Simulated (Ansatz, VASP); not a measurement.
**ScSi4O in VASP and in Ansatz**

```
CELL_PARAMETERS angstrom
4.93012 0.00000 0.00000
0.00000 4.93012 0.00000
0.00000 0.00000 4.70691
ATOMIC_POSITIONS crystal
Sc 0.00000 0.00000 0.50000
Si 0.00000 0.50000 0.50000
Si 0.50000 0.00000 0.50000
Si 0.00000 0.50000 0.00000
Si 0.50000 0.00000 0.00000
O 0.50000 0.50000 0.50000
```

Alike in both runs: functional PBE; k mesh 4 × 4 × 4; occupations gaussian, width 0.1 eV; no spin polarisation.

Ansatz relaxed the structure, and its values are those at the end. VASP's run is a single point on that final structure, the one shown.

```csv
,VASP,Ansatz
version,VASP 6.6.1,Ansatz 0.2.0
potentials or method,"VASP PAW PBE potentials, release 64 (Sc_sv, Si, O), cutoff 520 eV","scalar-relativistic, plane waves, PAW"
valence electrons in the cell,33,33
```

|  | VASP | Ansatz | Ansatz less VASP |
| --- | --- | --- | --- |
| gap on the k mesh at the Fermi level (eV) | none | none | - |
| pressure (GPa) | 0.0 | 0.1 | 0.00 |

A gap of «none» marks a metal or a gap that the smearing closes.
